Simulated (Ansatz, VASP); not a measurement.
# Two plane-wave programs on SiGe4Pt

INCAR

```
SYSTEM = SiGe4Pt
PREC = Accurate ; ENCUT = 520
EDIFF = 1E-6 ; ISMEAR = 0
SIGMA = 0.1 ; LREAL = .False.
LASPH = .True. ; NELM = 60
ALGO = Normal ; ISIF = 2
LWAVE = .False. ; LCHARG = .False.
GGA = PE ; NBANDS = 44
```

KPOINTS

```
regular mesh
0
Gamma
  4 4 4
  0 0 0
```

Contents of POSCAR:

```
SiGe4Pt
1.0
    0.0000000000      3.8863209700      3.8863209700
    3.8863209700      0.0000000000      3.8863209700
    3.8863209700      3.8863209700      0.0000000000
Si Ge Pt
1 4 1
Direct
    0.0000000000      0.0000000000      0.0000000000
    0.8753639800      0.3748786700      0.3748786700
    0.3748786700      0.3748786700      0.3748786700
    0.3748786700      0.8753639800      0.3748786700
    0.3748786700      0.3748786700      0.8753639800
    0.7500000000      0.7500000000      0.7500000000
```

Input for Ansatz:

```yaml
crystal:
  lattice:
    - [0.0, 3.88632097, 3.88632097]
    - [3.88632097, 0.0, 3.88632097]
    - [3.88632097, 3.88632097, 0.0]
  atoms:
    - { symbol: Si, position: [0.0, 0.0, 0.0] }
    - { symbol: Ge, position: [0.87536398, 0.37487867, 0.37487867] }
    - { symbol: Ge, position: [0.37487867, 0.37487867, 0.37487867] }
    - { symbol: Ge, position: [0.37487867, 0.87536398, 0.37487867] }
    - { symbol: Ge, position: [0.37487867, 0.37487867, 0.87536398] }
    - { symbol: Pt, position: [0.75, 0.75, 0.75] }
basis:
  ecutwfc: 420
kpoints:
  mp_grid: { grid: [4, 4, 4] }
hamiltonian:
  xc: pbe
scf:
  occupations: { method: gaussian, width: 0.1 }
  lower_state_search: "off"
output:
  forces: true
  stress: true
  eigenvalues: true
```

Change from the starting cell: species swapped into the LaLuAl4 type (F-43m, No. 216).

Alike in both runs: task single point; functional PBE; k mesh 4 × 4 × 4; occupations gaussian, width 0.1 eV; no spin polarisation.

```csv
,VASP,Ansatz
version,VASP 6.6.1,Ansatz 0.2.0
potentials or method,"VASP PAW PBE potentials, release 64 (Si, Ge_d, Pt), cutoff 520 eV","scalar-relativistic, plane waves, PAW"
valence electrons in the cell,70,78
```

VASP gave:

```
gap on the k mesh at the Fermi level (eV) : none
pressure (GPa)                            : -2.2
rms of the force components (eV/Å)        : 0.040
```

Which values does Ansatz return?

gap on the k mesh at the Fermi level (eV): none; pressure (GPa): -2.3; rms of the force components (eV/Å): 0.040.

Atom by atom the forces differ by 0.001 eV/Å (rms over components). A gap of «none» marks a metal or a gap that the smearing closes. VASP's potentials hold 70 valence electrons a cell and Ansatz's 78, so a difference there can come from the potentials and not from the codes.

Neither program's run includes spin-orbit coupling.
